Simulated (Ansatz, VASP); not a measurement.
**One calculation of CsCu, two programs**

```xyz
4
Lattice="4.3378 0.0000 0.0000 -2.1689 3.7567 0.0000 0.0000 0.0000 10.9309" Properties=species:S:1:pos:R:3 pbc="T T T"
Cs    0.0000    2.5045    2.9871
Cs    2.1689    1.2522    7.9437
Cu    0.0000    2.5045   10.7481
Cu    2.1689    1.2522    0.1827
```

Alike in both runs: functional PBE; k mesh 6 × 6 × 2; occupations gaussian, width 0.1 eV; no spin polarisation.

Ansatz relaxed the structure, and its values are those at the end. VASP's run is a single point on that final structure, the one shown.

|  | VASP | Ansatz |
| --- | --- | --- |
| version | VASP 6.6.1 | Ansatz 0.2.0 |
| potentials or method | VASP PAW PBE potentials, release 64 (Cs_sv, Cu), cutoff 520 eV | scalar-relativistic, plane waves, PAW |
| valence electrons in the cell | 40 | 56 |

Ansatz gave:

- gap on the k mesh at the Fermi level (eV): none
- pressure (GPa): 0.0
- rms of the force components (eV/Å): 0.012

Q: Estimate VASP's values.

A: gap on the k mesh at the Fermi level (eV): none; pressure (GPa): 0.1; rms of the force components (eV/Å): 0.010.

A gap of «none» marks a metal or a gap that the smearing closes. The functional is the same, so the differences come from potentials, cutoffs and numerics. VASP's potentials hold 40 valence electrons a cell and Ansatz's 56, so a difference there can come from the potentials and not from the codes.

Spin-orbit coupling is off throughout.
